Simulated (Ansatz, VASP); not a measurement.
## One calculation of BN, two programs

INCAR

```
SYSTEM = BN
PREC = Accurate ; ENCUT = 520
EDIFF = 1E-6 ; ISMEAR = -1
SIGMA = 0.05 ; LREAL = .False.
LASPH = .True. ; NELM = 60
ALGO = Normal ; ISIF = 2
LWAVE = .False. ; LCHARG = .False.
NBANDS = 11
```

KPOINTS

```
Automatic mesh
0
Gamma
  13 13 9
  0 0 0
```

File POSCAR:

```
BN
1.0
    2.5410452472      0.0000000000      0.0000000000
   -1.2631167351      2.2048689444      0.0000000000
   -0.6389642561     -1.1024344721      3.0623148244
N B
1 1
Direct
    0.6685060000      0.3323850000      0.9849990000
    0.9796430000      0.9834990000      0.0018060000
```

The input input.yaml:

```yaml
crystal:
  lattice:
    - [2.5410452472, 0.0, 0.0]
    - [-1.2631167351, 2.2048689444, 0.0]
    - [-0.6389642561, -1.1024344721, 3.0623148244]
  atoms:
    - { symbol: "N", position: [0.668506, 0.332385, 0.984999] }
    - { symbol: B, position: [0.979643, 0.983499, 0.001806] }
hamiltonian:
  xc: lda
  pseudopotentials: { kind: paw }
kpoints:
  mp_grid: { grid: [13, 13, 9] }
scf:
  occupations: { method: fermi_dirac, width: 0.05 }
output:
  forces: true
  stress: true
  eigenvalues: true
  write_density: true
  write_potential: true
  elf: true
  volumetric_format: npy
```

Alike in both runs: task single point; functional LDA; k mesh 13 × 13 × 9; occupations fermi-dirac, width 0.05 eV; no spin polarisation.

|  | VASP | Ansatz |
| --- | --- | --- |
| version | VASP 6.6.1 | Ansatz 0.2.0 |
| potentials or method | VASP PAW LDA potentials, release 64 (N, B) | Ansatz PAW |
| plane-wave cutoff (eV) | 520 | 420 |
| valence electrons in the cell | 8 | 8 |

```csv
,VASP,Ansatz,Ansatz less VASP
gap on the k mesh at the Fermi level (eV),2.65,2.67,+0.018
least direct gap on the mesh (eV),4.30,4.31,+0.009
pressure (GPa),-13.1,-13.5,-0.40
"traceless stress, the component that is largest in VASP (GPa)",15.32,15.88,+0.562
rms of the force components (eV/Å),1.425,1.426,+0.0008
```

LDA's correlation is that of Perdew and Zunger in VASP and of Perdew and Wang (1992) in Ansatz. Atom by atom the forces differ by 0.001 eV/Å (rms over components).

Noted on Ansatz's run: odd divisions of the mesh miss points on the zone boundary, where band edges often lie, so the gap on the mesh can be too wide.
